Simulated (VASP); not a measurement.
# BaTiO3 in VASP: further runs, part 3 of 4

VASP 6.6.1.

### Step 6. Electric field gradients, PBEsol (equal xx and yy strain of +3 %)

File INCAR:

```
SYSTEM = BaTiO3
PREC = Accurate
ENCUT = 520
EDIFF = 1E-8
ISMEAR = -1
SIGMA = 0.05
LREAL = .FALSE.
LASPH = .TRUE.
NELM = 60
ALGO = Normal
ISIF = 2
LWAVE = .FALSE.
LCHARG = .FALSE.
GGA = PS
LEFG = .TRUE.
NBANDS = 28
```

File KPOINTS:

```
regular mesh
0
G
  8 8 8
  0 0 0
```

File POSCAR:

```
BaTiO3
1.0
    4.1036230000      0.0000000000      0.0000000000
    0.0000000000      2.9221615000      2.8458000000
    0.0000000000     -2.9221615000      2.8458000000
Ba Ti O
1 1 3
Direct
    0.0000000000      0.0000000000      0.0000000000
    0.5000000000      0.5079000000      0.5079000000
    0.0000000000      0.4921000000      0.4921000000
    0.5000000000      0.5025100000      0.9937100000
    0.5000000000      0.9937100000      0.5025100000
```

Potentials or basis: VASP PAW PBE potentials, release 64 (Ba_sv, Ti_sv, O).

On the command line:

```sh
$ cat potpaw_PBE.64/Ba_sv/POTCAR potpaw_PBE.64/Ti_sv/POTCAR potpaw_PBE.64/O/POTCAR > POTCAR
$ mpirun -np 1 vasp_std > vasp.out
```

OUTCAR:

```text
SYSTEM = BaTiO3
   PREC = Accurate
   ENCUT = 520
   EDIFF = 1E-8
   ISMEAR = -1
   LREAL = .FALSE.
   LASPH = .TRUE.
   NELM = 60
   ISIF = 2
   GGA = PS

 ion  position               nearest neighbor table
   1  0.000  0.000  0.000-   3 2.80   4 2.89   5 2.89   4 2.89   5 2.89   3 2.89   4 2.90   5 2.90
                             4 2.90   5 2.90   3 2.92   3 2.92   2 3.47   2 3.47   2 3.54   2 3.54
   2  0.500  0.508  0.508-   4 1.98   5 1.98   3 2.05   3 2.05   5 2.10   4 2.10   1 3.47   1 3.47
                             1 3.54   1 3.54   1 3.57   1 3.57   1 3.57   1 3.57
   3  0.000  0.492  0.492-   2 2.05   2 2.05   1 2.80   1 2.89   1 2.92   1 2.92
   4  0.500  0.503  0.994-   2 1.98   2 2.10   1 2.89   1 2.89   1 2.90   1 2.90
   5  0.500  0.994  0.503-   2 1.98   2 2.10   1 2.89   1 2.89   1 2.90   1 2.90

  LATTYP: Found a base centered orthorhombic cell.
 ALAT       =     5.6916000000
 B/A-ratio  =     1.0268330522
 C/A-ratio  =     0.7209963806

  Lattice vectors:

 A1 = (   0.0000000000,   2.9221615000,   2.8458000000)
 A2 = (   0.0000000000,  -2.9221615000,   2.8458000000)
 A3 = (   4.1036230000,   0.0000000000,   0.0000000000)

Analysis of symmetry for initial positions (statically):
=====================================================================
 Subroutine PRICEL returns:
 Original cell was already a primitive cell.

 Routine SETGRP: Setting up the symmetry group for a
 base centered orthorhombic supercell.

 Subroutine GETGRP returns: Found  4 space group operations
 (whereof  4 operations were pure point group operations)
 out of a pool of  8 trial point group operations.

The static configuration has the point symmetry C_2v.

Analysis of symmetry for dynamics (positions and initial velocities):
=====================================================================
 Subroutine PRICEL returns:
 Original cell was already a primitive cell.

 Routine SETGRP: Setting up the symmetry group for a
 base centered orthorhombic supercell.

 Subroutine GETGRP returns: Found  4 space group operations
 (whereof  4 operations were pure point group operations)
 out of a pool of  8 trial point group operations.

The dynamic configuration has the point symmetry C_2v.

 Subroutine INISYM returns: Found  4 space group operations
 (whereof  4 operations are pure point group operations),
 and found     1 'primitive' translations

----------------------------------------------------------------------------------------

                                     Primitive cell

  volume of cell :      68.2505

  direct lattice vectors                    reciprocal lattice vectors
     4.103623000  0.000000000  0.000000000     0.243687103  0.000000000  0.000000000
     0.000000000  2.922161500  2.845800000     0.000000000  0.171106217  0.175697519
     0.000000000 -2.922161500  2.845800000     0.000000000 -0.171106217  0.175697519

  length of vectors
     4.103623000  4.078922097  4.078922097     0.243687103  0.245248763  0.245248763

  position of ions in fractional coordinates (direct lattice)
     0.000000000  0.000000000  0.000000000
     0.500000000  0.507900000  0.507900000
[... 99 lines left out ...]
   EFERMI_NEDOS =   21; number of points for ismear=-14 and -15
   IALGO  =     38    algorithm
   IMIX   =      4    mixing-type and parameters
     AMIX     =   0.40;   BMIX     =  1.00
     AMIX_MAG =   1.60;   BMIX_MAG =  1.00
  volume/ion in A,a.u.               =      13.65        92.12
  Fermi-wavevector in a.u.,A,eV,Ry     =   1.370018  2.588958 25.537431  1.876948
  Thomas-Fermi vector in A             =   2.495841
   LORBIT       =      0    0 simple, 1 ext, 2 COOP (PROOUT), +10 PAW based schemes
   GGA     = PS    functional components
   LHFCALC =     F    Hartree Fock is set to
   AEXX    =    0.0000 exact exchange contribution
   IVDW    =     0    specifies the selected vdW correction
   LEPSILON=     F    determine dielectric tensor
   LRPA    =     F    only Hartree local field effects (RPA)
 non-spin polarized calculation
  energy-cutoff  :      520.00
  volume of cell :       68.25
 maximum number of plane-waves:      1850
 NGX is ok and might be reduce to    32
   NGX = 15   NGY = 15   NGZ = 15

 number of electron      40.0000009 magnetization

 Free energy of the ion-electron system (eV)
  ---------------------------------------------------
  ext. energy  EPLUGINS =         0.00000000
  ---------------------------------------------------
  free energy    TOTEN  =       -41.79098253 eV

  energy without entropy =      -41.79098252  energy(sigma->0) =      -41.79098252

 E-fermi :   4.0678     XC(G=0): -11.1887

 val. band max:        3.2336348482   @ k =   0.5000   0.5000   0.5000
 cond. band min:       4.8837294406   @ k =   0.0000   0.0000   0.0000
 fundamental gap:      1.6500945924
 Fermi energy:         4.0678254632

 k-point     1 :       0.0000    0.0000    0.0000
  band No.  band energies     occupation
      1     -53.3684      2.00000
      2     -29.6782      2.00000
      3     -29.6595      2.00000
      4     -29.6550      2.00000
      5     -21.6948      2.00000
      6     -13.4471      2.00000
[... 733 lines left out ...]
     27      10.8491      0.00000
     28      12.3566      0.00000

 [... further k-points ...]
[... 5 lines left out ...]
  --------------------------------------------------------------------------------------
  -------------------------------------------------------------------------------------
  Total       -5.0827682     -5.7672228     -3.2799804      0.0000000      0.0000000      0.0000000
  in kB     -119.3176917   -135.3852245    -76.9973532      0.0000000      0.0000000      0.0000000
  external PRESSURE =    -110.5667565 kB  Pullay stress =       0.0000000 kB

 VOLUME and BASIS-vectors are now :
 -----------------------------------------------------------------------------
  energy-cutoff  :      520.00
  volume of cell :       68.25
      direct lattice vectors                 reciprocal lattice vectors
     4.103623000  0.000000000  0.000000000     0.243687103  0.000000000  0.000000000
     0.000000000  2.922161500  2.845800000     0.000000000  0.171106217  0.175697519
     0.000000000 -2.922161500  2.845800000     0.000000000 -0.171106217  0.175697519

 POSITION                                       TOTAL-FORCE (eV/Angst)
 -----------------------------------------------------------------------------------
      0.00000      0.00000      0.00000         0.000000      0.000000      0.068661
      2.05181      0.00000      2.89076         0.000000      0.000000      0.337919
      0.00000      0.00000      2.80084         0.000000      0.000000      0.141213
      2.05181     -1.43537      4.25794         0.000000      0.160288     -0.273897
      2.05181      1.43537      4.25794         0.000000     -0.160288     -0.273897
 -----------------------------------------------------------------------------------
    total drift:                                0.000000     -0.000001     -0.000319

  FREE ENERGIE OF THE ION-ELECTRON SYSTEM (eV)
  ---------------------------------------------------
  free  energy   TOTEN  =       -41.7909825266 eV

  energy  without entropy=      -41.7909825212  energy(sigma->0) =      -41.79098252

 Electric field gradients (V/A^2)
---------------------------------------------------------------------
 ion       V_xx      V_yy      V_zz      V_xy      V_xz      V_yz
---------------------------------------------------------------------
   1       3.819    14.594   -18.413     0.000    -0.000    -0.000
   2       6.149    -8.023     1.874    -0.000    -0.000    -0.000
   3      31.634   -15.814   -15.820    -0.000    -0.000    -0.000
   4     -11.164     9.101     2.063     0.000    -0.000   -20.105
   5     -11.164     9.101     2.063    -0.000     0.000    20.105
---------------------------------------------------------------------

 Electric field gradients after diagonalization (V/A^2)
 (convention: |V_zz| > |V_xx| > |V_yy|)
----------------------------------------------------------------------
 ion       V_xx      V_yy      V_zz     asymmetry (V_yy - V_xx)/ V_zz
----------------------------------------------------------------------
   1      14.594     3.819   -18.413       0.585
   2       6.149     1.874    -8.023       0.533
   3     -15.820   -15.814    31.634       0.000
   4     -14.829   -11.164    25.993       0.141
   5     -14.829   -11.164    25.993       0.141
----------------------------------------------------------------------

           NMR quadrupolar parameters

 Cq : quadrupolar parameter    Cq=e*Q*V_zz/h
 eta: asymmetry parameters     (V_yy - V_xx)/ V_zz
 Q  : nuclear electric quadrupole moment in mb (millibarn)
----------------------------------------------------------------------
 ion       Cq(MHz)       eta       Q (mb)
----------------------------------------------------------------------
   1      -0.045       0.585       1.000
   2      -0.019       0.533       1.000
   3       0.076       0.000       1.000
   4       0.063       0.141       1.000
   5       0.063       0.141       1.000
----------------------------------------------------------------------
```

OSZICAR:

```text
N       E                     dE             d eps       ncg     rms          rms(c)
DAV:   1     0.428149871943E+03    0.42815E+03   -0.20746E+04  5880   0.153E+03
DAV:   2    -0.555392158061E+01   -0.43370E+03   -0.41366E+03  6732   0.422E+02
DAV:   3    -0.501822349891E+02   -0.44628E+02   -0.44175E+02  8204   0.133E+02
DAV:   4    -0.523001474664E+02   -0.21179E+01   -0.21131E+01  8952   0.249E+01
[... 11 lines left out ...]
DAV:  16    -0.417909824809E+02    0.74833E-08   -0.14914E-06  8848   0.869E-03    0.136E-03
DAV:  17    -0.417909825805E+02   -0.99631E-07   -0.33682E-07  7952   0.346E-03    0.149E-03
DAV:  18    -0.417909825373E+02    0.43195E-07   -0.77132E-08  7188   0.215E-03    0.462E-04
DAV:  19    -0.417909825270E+02    0.10330E-07   -0.66521E-09  4112   0.673E-04    0.210E-04
DAV:  20    -0.417909825266E+02    0.39427E-09   -0.20465E-09  3836   0.298E-04
   1 F= -.41790983E+02 E0= -.41790983E+02  d E =-.541502E-08
```

It took 2.9 min on 1 thread of Intel Xeon Platinum 8259CL at 2.50GHz (Skylake/Cascade Lake), shared host; peak memory 0.32 GiB.

Results:

- Free energy: -41.7910 eV
- Pressure: -11.1 GPa
- Largest force: 0.338 eV/Å
- Band gap on the k mesh: 1.65 eV, indirect (least direct gap 1.83 eV)

Forces on the atoms (eV/Å):
```
Ba   0.000  0.000  0.069
Ti   0.000  0.000  0.338
O    0.000  0.000  0.141
O    0.000  0.160 -0.274
O    0.000 -0.160 -0.274
```

Levels at points of the mesh, in eV from the valence-band top:
| k point | band 18 | band 19 | band 20 | band 21 | band 22 | band 23 |
| --- | --- | --- | --- | --- | --- | --- |
| (0.00, 0.00, 0.00) | -0.30 | -0.30 | -0.18 | 1.65 | 1.66 | 1.66 |
| (0.50, 0.00, 0.00) | -1.63 | -0.88 | -0.66 | 1.79 | 3.12 | 3.19 |
| (0.00, 0.50, 0.00) | -1.70 | -0.77 | -0.75 | 1.79 | 3.23 | 3.23 |
| (0.50, 0.50, 0.00) | -0.95 | -0.94 | -0.10 | 3.17 | 3.23 | 3.58 |
| (0.00, 0.50, 0.50) | -0.91 | -0.84 | -0.09 | 3.22 | 3.26 | 3.62 |
| (0.50, 0.50, 0.50) | -0.04 | -0.01 | 0.00 | 3.76 | 3.83 | 3.83 |

Electric field gradients, principal values (V/Å²):
```
atom    least   middle  greatest (by size)
1 Ba    3.819   14.594             -18.413
2 Ti    1.874    6.149              -8.023
 3 O  -15.814  -15.820              31.634
 4 O  -11.164  -14.829              25.993
 5 O  -11.164  -14.829              25.993
```

Caveat: the cell differs from its parent crystal (equal xx and yy strain of +3 %); without QUAD_EFG the Cq values of the log hold for a quadrupole moment of 1 mb, not for the nuclei; the PAW data sets were made with another functional, which shifts forces and pressure a little; spin-orbit coupling is left out, which moves the levels of the heavy elements.

### Step 7. Electric field gradients, PBEsol (volume scaled by 0.96)

Edit INCAR of step 6 so:

```diff
@@ -8,3 +8,3 @@
 LASPH = .TRUE.
-NELM = 60
+NELM = 100
 ALGO = Normal
```

KPOINTS is that of step 6.

Edit POSCAR of step 6 so:

```diff
@@ -2,5 +2,5 @@
 1.0
-    4.1036230000      0.0000000000      0.0000000000
-    0.0000000000      2.9221615000      2.8458000000
-    0.0000000000     -2.9221615000      2.8458000000
+    3.9302542101      0.0000000000      0.0000000000
+    0.0000000000      2.7987067862      2.8073385284
+    0.0000000000     -2.7987067862      2.8073385284
 Ba Ti O
```

Potentials or basis: VASP PAW PBE potentials, release 64 (Ba_sv, Ti_sv, O).

On the command line:

```sh
$ cat potpaw_PBE.64/Ba_sv/POTCAR potpaw_PBE.64/Ti_sv/POTCAR potpaw_PBE.64/O/POTCAR > POTCAR
$ mpirun -np 1 vasp_std > vasp.out
```

OUTCAR:

```text
SYSTEM = BaTiO3
   PREC = Accurate
   ENCUT = 520
   EDIFF = 1E-8
   ISMEAR = -1
   LREAL = .FALSE.
   LASPH = .TRUE.
   NELM = 100
   ISIF = 2
   GGA = PS

 ion  position               nearest neighbor table
   1  0.000  0.000  0.000-   3 2.76   4 2.78   5 2.78   4 2.78   5 2.78   4 2.80   5 2.80   5 2.80
                             4 2.80   3 2.80   3 2.80   3 2.85   2 3.39   2 3.39   2 3.42   2 3.42
   2  0.500  0.508  0.508-   4 1.93   5 1.93   3 1.97   3 1.97   5 2.04   4 2.04   1 3.39   1 3.39
                             1 3.42   1 3.42   1 3.42   1 3.42   1 3.46   1 3.46
   3  0.000  0.492  0.492-   2 1.97   2 1.97   1 2.76   1 2.80   1 2.80   1 2.85
   4  0.500  0.503  0.994-   2 1.93   2 2.04   1 2.78   1 2.78   1 2.80   1 2.80
   5  0.500  0.994  0.503-   2 1.93   2 2.04   1 2.78   1 2.78   1 2.80   1 2.80

  LATTYP: Found a base centered orthorhombic cell.
 ALAT       =     5.5974135724
 B/A-ratio  =     1.0030841895
 C/A-ratio  =     0.7021554079

  Lattice vectors:

 A1 = (   0.0000000000,   2.7987067862,  -2.8073385284)
 A2 = (   0.0000000000,   2.7987067862,   2.8073385284)
 A3 = (   3.9302542101,   0.0000000000,   0.0000000000)

Analysis of symmetry for initial positions (statically):
[... 957 lines left out ...]
      1.96513      1.37472      4.20040         0.000000      0.082857     -0.115082
 -----------------------------------------------------------------------------------
    total drift:                                0.000000     -0.000000      0.000176

  FREE ENERGIE OF THE ION-ELECTRON SYSTEM (eV)
  ---------------------------------------------------
  free  energy   TOTEN  =       -41.9570923617 eV

  energy  without entropy=      -41.9570923610  energy(sigma->0) =      -41.95709236

 Electric field gradients (V/A^2)
---------------------------------------------------------------------
 ion       V_xx      V_yy      V_zz      V_xy      V_xz      V_yz
---------------------------------------------------------------------
   1       0.722    -1.468     0.746     0.000    -0.000    -0.000
   2      -6.252     3.312     2.940     0.000     0.000    -0.000
   3      18.612    -8.872    -9.740    -0.000    -0.000     0.000
   4     -10.350     4.662     5.688     0.000    -0.000   -14.090
   5     -10.350     4.662     5.688    -0.000    -0.000    14.090
---------------------------------------------------------------------

 Electric field gradients after diagonalization (V/A^2)
 (convention: |V_zz| > |V_xx| > |V_yy|)
----------------------------------------------------------------------
 ion       V_xx      V_yy      V_zz     asymmetry (V_yy - V_xx)/ V_zz
----------------------------------------------------------------------
   1       0.746     0.722    -1.468       0.016
   2       3.312     2.940    -6.252       0.059
   3      -9.740    -8.872    18.612       0.047
   4     -10.350    -8.925    19.275       0.074
   5     -10.350    -8.925    19.275       0.074
----------------------------------------------------------------------

           NMR quadrupolar parameters

 Cq : quadrupolar parameter    Cq=e*Q*V_zz/h
 eta: asymmetry parameters     (V_yy - V_xx)/ V_zz
 Q  : nuclear electric quadrupole moment in mb (millibarn)
----------------------------------------------------------------------
 ion       Cq(MHz)       eta       Q (mb)
----------------------------------------------------------------------
   1      -0.004       0.016       1.000
   2      -0.015       0.059       1.000
   3       0.045       0.047       1.000
   4       0.047       0.074       1.000
   5       0.047       0.074       1.000
----------------------------------------------------------------------
```

OSZICAR:

```text
N       E                     dE             d eps       ncg     rms          rms(c)
DAV:   1     0.436041411385E+03    0.43604E+03   -0.20974E+04  5880   0.156E+03
DAV:   2    -0.474242920096E+01   -0.44078E+03   -0.41963E+03  6736   0.433E+02
DAV:   3    -0.498176283422E+02   -0.45075E+02   -0.44468E+02  8176   0.135E+02
DAV:   4    -0.520423262081E+02   -0.22247E+01   -0.22201E+01  8916   0.253E+01
[... 12 lines left out ...]
DAV:  17    -0.419570923379E+02    0.91108E-06   -0.26146E-06  7084   0.173E-02    0.155E-03
DAV:  18    -0.419570923591E+02   -0.21210E-07   -0.21727E-07  7388   0.352E-03    0.808E-04
DAV:  19    -0.419570923482E+02    0.10893E-07   -0.20371E-08  5624   0.129E-03    0.386E-04
DAV:  20    -0.419570923596E+02   -0.11361E-07   -0.12472E-08  4360   0.621E-04    0.416E-04
DAV:  21    -0.419570923617E+02   -0.21591E-08   -0.14861E-09  3812   0.292E-04
   1 F= -.41957092E+02 E0= -.41957092E+02  d E =-.702246E-09
```

stdout:

```text
POSCAR found type information on POSCAR BaTiO
 POSCAR found :  3 types and       5 ions
 scaLAPACK will be used
 -----------------------------------------------------------------------------
|                                                                             |
|                                                                             |
|     You enforced a specific xc type in the INCAR file but a different       |
|     I HOPE YOU KNOW WHAT YOU ARE DOING!                                     |
|                                                                             |
 -----------------------------------------------------------------------------

 LDA part: xc-table for (Slater+PW92), standard interpolation
 POSCAR, INCAR and KPOINTS ok, starting setup
 FFT: planning ... GRIDC
 FFT: planning ... GRID_SOFT
 FFT: planning ... GRID
 WAVECAR not read
 entering main loop
ion   1

ion   2

ion   3

ion   4

ion   5
```

Wall time 2.7 min (1 thread of AMD EPYC 7R13 (Zen 3), shared host); peak memory 0.27 GiB.

Results:

```
Free energy            : -41.9571 eV
Pressure               : 4.9 GPa
Largest force          : 0.142 eV/Å
Band gap on the k mesh : 1.82 eV, indirect (least direct gap 1.96 eV)
```

Forces in eV/Å, atoms in the order of the input:
```
Ba   0.000  0.000  0.091
Ti   0.000  0.000  0.055
O    0.000  0.000  0.084
O    0.000 -0.083 -0.115
O    0.000  0.083 -0.115
```

Levels at points of the mesh, in eV from the valence-band top:
| k point | band 16 | band 17 | band 18 | band 19 | band 20 | band 21 | band 22 | band 23 | band 24 | band 25 |
| --- | --- | --- | --- | --- | --- | --- | --- | --- | --- | --- |
| (0.00, 0.00, 0.00) | -1.19 | -1.18 | -0.21 | -0.17 | -0.14 | 1.82 | 1.85 | 1.94 | 4.24 | 4.30 |
| (0.50, 0.00, 0.00) | -2.10 | -1.93 | -1.88 | -0.79 | -0.75 | 2.03 | 3.73 | 3.77 | 4.24 | 6.32 |
| (0.00, 0.50, 0.00) | -2.06 | -1.89 | -1.81 | -0.77 | -0.73 | 2.05 | 3.69 | 3.71 | 4.29 | 6.35 |
| (0.50, 0.50, 0.00) | -2.90 | -1.72 | -0.85 | -0.85 | -0.09 | 3.71 | 3.76 | 4.15 | 5.09 | 7.99 |
| (0.00, 0.50, 0.50) | -2.85 | -1.70 | -0.90 | -0.88 | -0.14 | 3.70 | 3.73 | 4.12 | 5.21 | 7.96 |
| (0.50, 0.50, 0.50) | -2.42 | -2.36 | -0.03 | 0.00 | 0.00 | 4.42 | 4.43 | 4.45 | 6.78 | 6.78 |

Electric field gradients, principal values (V/Å²):
| atom | least | middle | greatest (by size) |
| --- | --- | --- | --- |
| 1 Ba | 0.722 | 0.746 | -1.468 |
| 2 Ti | 2.940 | 3.312 | -6.252 |
| 3 O | -8.872 | -9.740 | 18.612 |
| 4 O | -8.925 | -10.350 | 19.275 |
| 5 O | -8.925 | -10.350 | 19.275 |

Caveat: without QUAD_EFG the Cq values of the log hold for a quadrupole moment of 1 mb, not for the nuclei; the PAW data sets were made with another functional, which shifts forces and pressure a little; spin-orbit coupling is left out, which moves the levels of the heavy elements.

(Part 3 of 4 ends here.)
